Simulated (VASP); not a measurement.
# Al12NO in VASP: further runs, part 2 of 2

VASP 6.6.1. The steps go on from the part before.

## (4) Single point, PBE, collinear spin, ferromagnetic start

Input file INCAR:

```
SYSTEM = Al12NO
ALGO = Normal
DIPOL = 0.5 0.5 0.305
EDIFF = 1E-6
ENCUT = 520
GGA = PE
IDIPOL = 3
ISIF = 2
ISMEAR = 0
ISPIN = 2
LASPH = .TRUE.
LCHARG = .FALSE.
LDIPOL = .TRUE.
LORBIT = 11
LREAL = .FALSE.
LWAVE = .FALSE.
MAGMOM = 0 0 0 0 0 0 0 0 0 0 0 0 1 0
NBANDS = 40
NELM = 150
PREC = Accurate
SIGMA = 0.1
```

Input file KPOINTS:

```
k-points
0
G
  5 5 1
  0 0 0
```

Input file POSCAR:

```
Al12NO
1.0
    5.7143028096      0.0000000000      0.0000000000
    0.0000000000      5.7143028096      0.0000000000
    0.0000000000      0.0000000000     22.1750227966
Al N O
12 1 1
Direct
    0.2500000000      0.2500000000      0.1803831291
    0.2500000000      0.7500000000      0.1803831291
    0.7500000000      0.2500000000      0.1803831291
    0.7500000000      0.7500000000      0.1803831291
    0.0000000000      0.0000000000      0.2744094953
    0.0000000000      0.5000000000      0.2744094953
    0.5000000000      0.0000000000      0.2744094953
    0.5000000000      0.5000000000      0.2744094953
    0.2500000000      0.2500000000      0.3686590481
    0.2500000000      0.7500000000      0.3686590481
    0.7500000000      0.2500000000      0.3686590481
    0.7500000000      0.7500000000      0.3686590481
    0.3837128479      0.5000000000      0.4859080821
    0.6162871521      0.5000000000      0.4859080821
```

Potentials or basis: VASP PAW PBE potentials, release 64 (Al, N, O).

Started as:

```bash
$ cat potpaw_PBE.64/Al/POTCAR potpaw_PBE.64/N/POTCAR potpaw_PBE.64/O/POTCAR > POTCAR
$ mpirun -np 1 vasp_std > vasp.out
```

OUTCAR:

```text
SYSTEM = Al12NO
   EDIFF = 1E-6
   ENCUT = 520
   GGA = PE
   ISIF = 2
   ISMEAR = 0
   ISPIN = 2
   LASPH = .TRUE.
   LORBIT = 11
   LREAL = .FALSE.
   NELM = 150
   PREC = Accurate

 ion  position               nearest neighbor table
   1  0.250  0.250  0.180-   2 2.86   3 2.86   2 2.86   3 2.86   7 2.90   8 2.90   5 2.90   6 2.90

   2  0.250  0.750  0.180-   1 2.86   4 2.86   1 2.86   4 2.86   7 2.90   8 2.90   5 2.90   6 2.90

   3  0.750  0.250  0.180-   1 2.86   4 2.86   4 2.86   1 2.86   7 2.90   8 2.90   5 2.90   6 2.90
[... 15 lines left out ...]
  11  0.750  0.250  0.369-   9 2.86  12 2.86  12 2.86   9 2.86   5 2.91   6 2.91   7 2.91   8 2.91

  12  0.750  0.750  0.369-  10 2.86  11 2.86  11 2.86  10 2.86   5 2.91   6 2.91   7 2.91   8 2.91

  13  0.384  0.500  0.486-  14 1.33
  14  0.616  0.500  0.486-  13 1.33

  LATTYP: Found a simple tetragonal cell.
 ALAT       =     5.7143028096
 C/A-ratio  =     3.8806173798

  Lattice vectors:

 A1 = (   5.7143028096,   0.0000000000,   0.0000000000)
 A2 = (   0.0000000000,   5.7143028096,   0.0000000000)
 A3 = (   0.0000000000,   0.0000000000,  22.1750227966)

Analysis of symmetry for initial positions (statically):
=====================================================================
 Subroutine PRICEL returns:
 Original cell was already a primitive cell.

 Routine SETGRP: Setting up the symmetry group for a
 simple tetragonal supercell.

 Subroutine GETGRP returns: Found  2 space group operations
 (whereof  2 operations were pure point group operations)
 out of a pool of 16 trial point group operations.

The static configuration has the point symmetry C_1h.

[... 889 lines left out ...]
  --------------------------------------------------------------------------------------
  -------------------------------------------------------------------------------------
  Total      -15.8146590     -7.4732861     -2.2271731      0.0000000      0.0000000     -0.3352969
  in kB      -34.9928921    -16.5360437     -4.9280371      0.0000000      0.0000000     -0.7419071
  external PRESSURE =     -18.8189910 kB  Pullay stress =       0.0000000 kB

 VOLUME and BASIS-vectors are now :
 -----------------------------------------------------------------------------
  energy-cutoff  :      520.00
  volume of cell :      724.09
      direct lattice vectors                 reciprocal lattice vectors
     5.714302810  0.000000000  0.000000000     0.174999476  0.000000000  0.000000000
     0.000000000  5.714302810  0.000000000     0.000000000  0.174999476  0.000000000
     0.000000000  0.000000000 22.175022797     0.000000000  0.000000000  0.045095782

 POSITION                                       TOTAL-FORCE (eV/Angst)
 -----------------------------------------------------------------------------------
      1.42858      1.42858      4.00000        -0.006852     -0.008084      0.038598
      1.42858      4.28573      4.00000        -0.006852      0.008084      0.038598
      4.28573      1.42858      4.00000         0.005036     -0.002890      0.027883
      4.28573      4.28573      4.00000         0.005036      0.002890      0.027883
      0.00000      0.00000      6.08504        -0.008365      0.000000      0.008691
      0.00000      2.85715      6.08504         0.027464      0.000000      0.026788
      2.85715      0.00000      6.08504         0.013560      0.000000     -0.036914
      2.85715      2.85715      6.08504        -0.005443      0.000000      0.041101
      1.42858      1.42858      8.17502        -0.009427      0.012892      0.189541
      1.42858      4.28573      8.17502        -0.009427     -0.012892      0.189541
      4.28573      1.42858      8.17502         0.054582     -0.082046      0.020939
      4.28573      4.28573      8.17502         0.054582      0.082046      0.020939
      2.19265      2.85715     10.77502         6.208775      0.000000     -0.513567
      3.52165      2.85715     10.77502        -6.322671      0.000000     -0.080024
 -----------------------------------------------------------------------------------
    total drift:                               -0.000607      0.000000      0.000255

  FREE ENERGIE OF THE ION-ELECTRON SYSTEM (eV)
  ---------------------------------------------------
  free  energy   TOTEN  =       -53.2208849241 eV

  energy  without entropy=      -53.1834559864  energy(sigma->0) =      -53.20217046

 vacuum level on the upper side and lower side of the slab         4.476         3.241

 total charge

# of ion       s       p       d       tot
------------------------------------------
    1        0.476   0.283   0.000   0.760
    2        0.476   0.283   0.000   0.760
    3        0.476   0.283   0.000   0.759
    4        0.476   0.283   0.000   0.759
    5        0.428   0.333   0.000   0.761
    6        0.427   0.334   0.000   0.762
    7        0.430   0.332   0.000   0.762
    8        0.428   0.331   0.000   0.759
    9        0.472   0.280   0.000   0.752
   10        0.472   0.280   0.000   0.752
   11        0.478   0.277   0.000   0.755
   12        0.478   0.277   0.000   0.755
   13        1.339   2.124   0.000   3.463
   14        1.602   3.273   0.000   4.875
--------------------------------------------------
tot          8.459   8.974   0.000  17.433

 magnetization (x)

# of ion       s       p       d       tot
------------------------------------------
    1       -0.001  -0.001   0.000  -0.002
    2       -0.001  -0.001   0.000  -0.002
    3       -0.001  -0.001   0.000  -0.002
    4       -0.001  -0.001   0.000  -0.002
    5        0.001  -0.004   0.000  -0.003
    6       -0.001  -0.000   0.000  -0.001
    7       -0.000  -0.002   0.000  -0.002
    8       -0.000  -0.000   0.000  -0.000
    9       -0.006   0.000   0.000  -0.006
   10       -0.006   0.000   0.000  -0.006
   11       -0.002   0.001   0.000  -0.001
   12       -0.002   0.001   0.000  -0.001
   13        0.014   0.533   0.000   0.548
   14        0.004   0.276   0.000   0.280
--------------------------------------------------
tot         -0.003   0.802   0.000   0.799
```

stdout:

```text
POSCAR found type information on POSCAR AlN O
 POSCAR found :  3 types and      14 ions
 scaLAPACK will be used
 LDA part: xc-table for (Slater+PW92), standard interpolation
 POSCAR, INCAR and KPOINTS ok, starting setup
 FFT: planning ... GRIDC
 FFT: planning ... GRID_SOFT
 FFT: planning ... GRID
 WAVECAR not read
 entering main loop
```

Run time: 22 min. Hardware: 1 thread of Oxide Virtual Turin-like, shared host; peak memory 1 GiB.

Results:

```yaml
Free_energy: -53.2209 eV
Largest_force: 6.323 eV/Å
Net_moment: 1.09 μB per cell
Site_moments: Al -0.00, -0.01 (each value once); N +0.55; O +0.28 μB
Valence_electrons_inside_the_program's_atomic_spheres: Al 0.76, 0.75 (each value once); N 3.46; O 4.88
```

Forces on the atoms (eV/Å):
```
Al  -0.007 -0.008  0.039
Al  -0.007  0.008  0.039
Al   0.005 -0.003  0.028
Al   0.005  0.003  0.028
Al  -0.008  0.000  0.009
Al   0.027  0.000  0.027
Al   0.014  0.000 -0.037
Al  -0.005  0.000  0.041
Al  -0.009  0.013  0.190
Al  -0.009 -0.013  0.190
Al   0.055 -0.082  0.021
Al   0.055  0.082  0.021
N    6.209  0.000 -0.514
O   -6.323  0.000 -0.080
```

Levels at points of the mesh, in eV from the Fermi level:
Spin up:
```
           k point  band 21  band 22  band 23  band 24  band 25  band 26  band 27  band 28
(0.00, 0.00, 0.00)    -0.76    -0.73    -0.38    -0.15    -0.12     0.00     0.02     0.08
```
Spin down:
```tsv
k point	band 21	band 22	band 23	band 24	band 25	band 26
(0.00, 0.00, 0.00)	-0.75	-0.73	-0.38	-0.04	-0.01	0.00
```

## (5) Single point, PBE, collinear spin, ferromagnetic start

Input file INCAR:

```
ALGO = Fast ; DIPOL = 0.5 0.5 0.297
EDIFF = 1E-6 ; ENCUT = 520
GGA = PE ; IDIPOL = 3
ISIF = 2 ; ISMEAR = 0
ISPIN = 2 ; LASPH = T
LCHARG = T ; LDIPOL = T
LELF = T ; LORBIT = 11
LREAL = F ; LVACPOTAV = T
LVHAR = T ; LWAVE = F
MAGMOM = 0 0 0 0 0 0 0 0 0 0 0 0 1 0 ; NBANDS = 40
NELM = 150 ; PREC = Accurate
SIGMA = 0.1
```

Input file KPOINTS:

```
k-points
0
Gamma
  5 5 1
```

Changes to POSCAR since step 4:

```diff
@@ -20,3 +20,3 @@
     0.7500000000      0.7500000000      0.3686590481
-    0.3837128479      0.5000000000      0.4859080821
-    0.6162871521      0.5000000000      0.4859080821
+    0.4072502775      0.5000000000      0.4335969746
+    0.5927497225      0.5000000000      0.4335969746
```

Started as:

```bash
$ cat potpaw_PBE.64/Al/POTCAR potpaw_PBE.64/N/POTCAR potpaw_PBE.64/O/POTCAR > POTCAR
$ mpirun -np 1 vasp_std > vasp.out
```

Run time: 40 min. Hardware: 1 thread of Oxide Virtual Turin-like, shared host; peak memory 1.1 GiB.

Results (log left out):

```
Free energy                                           : -52.1867 eV
Largest force                                         : 26.673 eV/Å
Net moment                                            : 0.24 μB per cell
Site moments                                          : Al +0.00; N +0.06; O +0.03 μB
Valence electrons inside the program's atomic spheres : Al 0.76, 0.77 (each value once); N 3.97; O 5.37
```

Forces on the atoms (eV/Å):
```
Al   -0.010  -0.074   0.098
Al   -0.010   0.074   0.098
Al    0.001   0.014   0.060
Al    0.001  -0.014   0.060
Al    0.013   0.000   0.001
Al   -0.010   0.000  -0.032
Al    0.025   0.000  -0.058
Al    0.070   0.000   0.198
Al   -0.473  -0.259   0.039
Al   -0.473   0.259   0.039
Al    0.708  -0.727  -0.548
Al    0.708   0.727  -0.548
N   -26.670   0.000  -0.411
O    26.121   0.000   1.003
```

Levels at points of the mesh, in eV from the Fermi level:
Spin up:
```tsv
k point	band 21	band 22	band 23	band 24	band 25	band 26	band 27	band 28
(0.00, 0.00, 0.00)	-0.89	-0.68	-0.45	-0.39	-0.36	-0.16	0.01	0.62
```
Spin down:
```csv
k point,band 20,band 21,band 22,band 23,band 24,band 25,band 26,band 27
"(0.00, 0.00, 0.00)",-1.30,-0.82,-0.67,-0.44,-0.36,-0.34,-0.15,0.03
```

Caveat: the standard files for N, O and F lose accuracy on very short bonds.

## (6) Single point, PBE, collinear spin, ferromagnetic start

Input file INCAR:

```
PREC = Accurate
ENCUT = 520
EDIFF = 1E-7
ISMEAR = 0
SIGMA = 0.1
LREAL = F
LASPH = T
NELM = 150
ALGO = Normal
ISIF = 2
LWAVE = F
LCHARG = F
ISPIN = 2
MAGMOM = 0 0 0 0 0 0 0 0 0 0 0 0 1 0
LORBIT = 11
LDIPOL = T
IDIPOL = 3
DIPOL = 0.5 0.5 0.295
GGA = PE
NBANDS = 40
```

Input file KPOINTS:

```
regular mesh
0
Gamma
  5 5 1
```

Changes to POSCAR since step 5:

```diff
@@ -20,3 +20,3 @@
     0.7500000000      0.7500000000      0.3686590481
-    0.4072502775      0.5000000000      0.4335969746
-    0.5927497225      0.5000000000      0.4335969746
+    0.3023380913      0.5000000000      0.4191663243
+    0.6976619087      0.5000000000      0.4191663243
```

Potentials or basis: VASP PAW PBE potentials, release 64 (Al, N, O).

Started as:

```bash
$ cat potpaw_PBE.64/Al/POTCAR potpaw_PBE.64/N/POTCAR potpaw_PBE.64/O/POTCAR > POTCAR
$ mpirun -np 1 vasp_std > vasp.out
```

OUTCAR:

```text
PREC = Accurate
   ENCUT = 520
   EDIFF = 1E-7
   ISMEAR = 0
   LREAL = F
   LASPH = T
   NELM = 150
   ISIF = 2
   ISPIN = 2
   LORBIT = 11
   GGA = PE

 ion  position               nearest neighbor table
   1  0.250  0.250  0.180-   2 2.86   3 2.86   2 2.86   3 2.86   7 2.90   8 2.90   5 2.90   6 2.90

   2  0.250  0.750  0.180-   1 2.86   4 2.86   1 2.86   4 2.86   7 2.90   8 2.90   5 2.90   6 2.90

   3  0.750  0.250  0.180-   1 2.86   4 2.86   4 2.86   1 2.86   7 2.90   8 2.90   5 2.90   6 2.90
[... 4 lines left out ...]
                            11 2.91  12 2.91   9 2.91  10 2.91
   6  0.000  0.500  0.274-   5 2.86   8 2.86   5 2.86   8 2.86   1 2.90   2 2.90   3 2.90   4 2.90
                            11 2.91  12 2.91   9 2.91  10 2.91
   7  0.500  0.000  0.274-   5 2.86   8 2.86   8 2.86   5 2.86   1 2.90   2 2.90   3 2.90   4 2.90
                            11 2.91  12 2.91   9 2.91  10 2.91
   8  0.500  0.500  0.274-   6 2.86   7 2.86   7 2.86   6 2.86   1 2.90   2 2.90   3 2.90   4 2.90
                            11 2.91  12 2.91   9 2.91  10 2.91
   9  0.250  0.250  0.369-  13 1.84  11 2.86  10 2.86  10 2.86  11 2.86   6 2.91   7 2.91   8 2.91
                             5 2.91
[... 966 lines left out ...]
 total charge

# of ion       s       p       d       tot
------------------------------------------
    1        0.471   0.286   0.000   0.757
    2        0.471   0.286   0.000   0.757
    3        0.466   0.291   0.000   0.757
    4        0.466   0.291   0.000   0.757
    5        0.437   0.317   0.000   0.754
    6        0.430   0.335   0.000   0.765
    7        0.429   0.320   0.000   0.750
    8        0.433   0.334   0.000   0.767
    9        0.424   0.359   0.000   0.783
   10        0.424   0.359   0.000   0.783
   11        0.417   0.327   0.000   0.744
   12        0.417   0.327   0.000   0.744
   13        1.313   2.270   0.000   3.583
   14        1.589   3.372   0.000   4.962
--------------------------------------------------
tot          8.188   9.474   0.000  17.662

 magnetization (x)

# of ion       s       p       d       tot
------------------------------------------
    1        0.000   0.000   0.000   0.000
    2        0.000   0.000   0.000   0.000
    3        0.000  -0.000   0.000   0.000
    4        0.000  -0.000   0.000   0.000
    5       -0.000  -0.000   0.000  -0.000
    6        0.000   0.000   0.000   0.000
    7       -0.000  -0.000   0.000  -0.000
    8       -0.000  -0.000   0.000  -0.000
    9        0.000   0.000   0.000   0.000
   10        0.000   0.000   0.000   0.000
   11       -0.000   0.000   0.000  -0.000
   12       -0.000   0.000   0.000  -0.000
   13        0.000   0.000   0.000   0.000
   14        0.000   0.000   0.000   0.000
--------------------------------------------------
tot          0.000   0.000   0.000   0.000
```

OSZICAR:

```text
N       E                     dE             d eps       ncg     rms          rms(c)
DAV:   1     0.235484186689E+03    0.23548E+03   -0.14212E+04  1440   0.831E+02
DAV:   2    -0.134398250358E+02   -0.24892E+03   -0.23217E+03  2032   0.161E+02
DAV:   3    -0.614438985419E+02   -0.48004E+02   -0.44384E+02  2152   0.628E+01
[... 36 lines left out ...]
DAV:  40    -0.562870268355E+02   -0.49492E-05   -0.29862E-07  1488   0.150E-03    0.429E-04
DAV:  41    -0.562870277190E+02   -0.88354E-06   -0.51711E-08  1480   0.771E-04    0.239E-04
DAV:  42    -0.562870281501E+02   -0.43106E-06   -0.18391E-08  1288   0.487E-04    0.197E-04
DAV:  43    -0.562870283409E+02   -0.19084E-06   -0.14979E-08  1192   0.372E-04    0.140E-04
DAV:  44    -0.562870284152E+02   -0.74273E-07   -0.36563E-09  1168   0.203E-04
   1 F= -.56287028E+02 E0= -.56269235E+02  d E =-.355872E-01  mag=     0.0000
```

stdout:

```text
POSCAR found type information on POSCAR AlN O
 POSCAR found :  3 types and      14 ions
 scaLAPACK will be used
 LDA part: xc-table for (Slater+PW92), standard interpolation
 POSCAR, INCAR and KPOINTS ok, starting setup
 FFT: planning ... GRIDC
 FFT: planning ... GRID_SOFT
 FFT: planning ... GRID
 WAVECAR not read
 entering main loop
```

Run time: 27 min. Hardware: 1 thread of Oxide Virtual Turin-like, shared host; peak memory 1 GiB.

What came out:

```yaml
Free_energy: -56.2870 eV
Largest_force: 1.712 eV/Å
Net_moment: 0.00 μB per cell
Valence_electrons_inside_the_program's_atomic_spheres: Al 0.76, 0.75, 0.77, 0.78, 0.74 (each value once); N 3.58; O 4.96
```

Forces in eV/Å, atoms in the order of the input:
```
Al  -0.026 -0.035  0.046
Al  -0.026  0.035  0.046
Al   0.027  0.053 -0.002
Al   0.027 -0.053 -0.002
Al  -0.012  0.000  0.066
Al  -0.164  0.000 -0.195
Al   0.021  0.000  0.204
Al   0.132  0.000 -0.305
Al  -0.221 -0.194  0.276
Al  -0.221  0.194  0.276
Al   0.035  0.445  0.818
Al   0.035 -0.445  0.818
N   -0.678  0.000 -0.710
O    1.069  0.000 -1.337
```

## (7) Single point, PBE, collinear spin, ferromagnetic start

Input file INCAR:

```
SYSTEM = Al12NO
PREC = Accurate ; ENCUT = 520
EDIFF = 1E-7 ; ISMEAR = 0
SIGMA = 0.1 ; LREAL = .False.
LASPH = .True. ; NELM = 150
ALGO = Fast ; ISIF = 2
LWAVE = .False. ; LCHARG = .False.
ISPIN = 2 ; MAGMOM = 0 0 0 0 0 0 0 0 0 0 0 0 1 0
LORBIT = 11 ; LDIPOL = .True.
IDIPOL = 3 ; DIPOL = 0.5 0.5 0.307
GGA = PE ; NBANDS = 40
```

Input file KPOINTS:

```
Automatic mesh
0
Gamma
  5 5 1
  0 0 0
```

Changes to POSCAR since step 6:

```diff
@@ -20,3 +20,3 @@
     0.7500000000      0.7500000000      0.3686590481
-    0.3023380913      0.5000000000      0.4191663243
-    0.6976619087      0.5000000000      0.4191663243
+    0.4072502775      0.5000000000      0.5039463950
+    0.5927497225      0.5000000000      0.5039463950
```

Started as:

```bash
$ cat potpaw_PBE.64/Al/POTCAR potpaw_PBE.64/N/POTCAR potpaw_PBE.64/O/POTCAR > POTCAR
$ mpirun -np 1 vasp_std > vasp.out
```

It took 38 min on 1 thread of Oxide Virtual Turin-like, shared host; peak memory 1.1 GiB.

It converged, with:

```
Free energy                                           : -52.8799 eV
Largest force                                         : 15.810 eV/Å
Net moment                                            : 0.14 μB per cell
Site moments                                          : Al -0.00, +0.00 (each value once); N +0.07; O +0.04 μB
Valence electrons inside the program's atomic spheres : Al 0.76; N 3.85; O 5.26
```

Forces in eV/Å, atoms in the order of the input:
```
Al   -0.003   0.007   0.035
Al   -0.003  -0.007   0.035
Al   -0.002   0.005   0.016
Al   -0.002  -0.005   0.016
Al   -0.004   0.000   0.031
Al    0.020   0.000   0.048
Al    0.005   0.000   0.006
Al   -0.008   0.000   0.015
Al    0.019   0.007   0.026
Al    0.019  -0.007   0.026
Al    0.018  -0.042  -0.092
Al    0.018   0.042  -0.092
N   -15.808   0.000  -0.244
O    15.731   0.000   0.174
```

Levels at points of the mesh, in eV from the Fermi level:
Spin up:
```
           k point  band 22  band 23  band 24  band 25  band 26  band 27
(0.00, 0.00, 0.00)    -0.75    -0.40    -0.15    -0.07    -0.04    -0.02
```
Spin down:
| k point | band 20 | band 21 | band 22 | band 23 | band 24 | band 25 | band 26 | band 27 |
| --- | --- | --- | --- | --- | --- | --- | --- | --- |
| (0.00, 0.00, 0.00) | -0.91 | -0.86 | -0.75 | -0.40 | -0.07 | -0.07 | -0.04 | -0.02 |

Caveat: the standard files for N, O and F lose accuracy on very short bonds.

## (8) Overview

| cell | gap on the mesh (eV) | moment (μB) | largest force (eV/Å) |
| --- | --- | --- | --- |
| as given, atomic positions A | none | 0.00 | 4.35 |
| as given, atomic positions B | none | 1.01 | 7.33 |
| as given, atomic positions C | none | 1.09 | 6.32 |
| as given, atomic positions D | none | 0.24 | 26.67 |
| as given, atomic positions E | none | 0.00 | 1.71 |
| as given, atomic positions F | none | 0.14 | 15.81 |

Alike in all rows: task single point; level PBE; potentials or basis VASP PAW PBE potentials, release 64 (Al, N, O); spin collinear, ferromagnetic start; k mesh 5 × 5 × 1; cutoff (eV) 520; smearing gaussian 0.1 eV.

Caveats: the standard files for N, O and F lose accuracy on very short bonds (at least some runs).

Total energies depend on the potentials used, so only differences within one code and one set of settings carry meaning.
